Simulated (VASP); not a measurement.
# Eu: single point with LDA

Crystal: Eu.

```
CELL_PARAMETERS angstrom
-2.05248 2.05248 2.05248
2.05248 -2.05248 2.05248
2.05248 2.05248 -2.05248
ATOMIC_POSITIONS crystal
Eu 0.00000 0.00000 0.00000
```

* Program: VASP 6.6.1
* Task: single point
* Functional: LDA
* Potentials or basis: VASP PAW PBE potentials, release 64 (Eu)
* Cutoff: 520 eV
* k mesh: 16 × 16 × 16
* Occupations: fermi-dirac, width 0.05 eV
* Spin: collinear spin, ferromagnetic start
* Starting moments: [7.0] μB

```
Pressure                                              : -0.3 GPa
Net moment                                            : 7.13 μB per cell
Site moments                                          : Eu +6.64 μB
Valence electrons inside the program's atomic spheres : Eu 14.72
```

Levels at points of the mesh, in eV from the Fermi level:
Spin up:
```tsv
k point	band 10	band 11	band 12	band 13	band 14	band 15
(0.00, 0.00, 0.00)	-0.31	-0.31	-0.25	1.93	1.93	1.93
(0.50, 0.00, 0.00)	-0.34	-0.32	-0.28	0.26	1.76	4.05
(0.50, 0.50, 0.50)	-0.47	-0.27	-0.27	-0.27	6.29	6.30
```
Spin down:
| k point | band 3 | band 4 | band 5 | band 6 | band 7 | band 8 |
| --- | --- | --- | --- | --- | --- | --- |
| (0.00, 0.00, 0.00) | -17.53 | -17.53 | -3.81 | 2.89 | 2.89 | 2.89 |
| (0.50, 0.00, 0.00) | -17.85 | -17.54 | -1.22 | 1.10 | 2.34 | 3.47 |
| (0.50, 0.50, 0.50) | -18.22 | -18.22 | -0.80 | -0.80 | 3.68 | 3.68 |

Wall time 4.9 min on 1 thread of Intel(R) Xeon(R) 6975P-C (Granite Rapids), with other jobs on the host, peak memory 0.29 GiB.

Caveat: the PAW data sets were made with another functional, which shifts forces and pressure a little; spin-orbit coupling is left out, which moves the levels of the heavy elements; semilocal functionals describe open f shells poorly, which spoils levels, moments and volumes. The state reached can hang on the start; a lower one may exist.
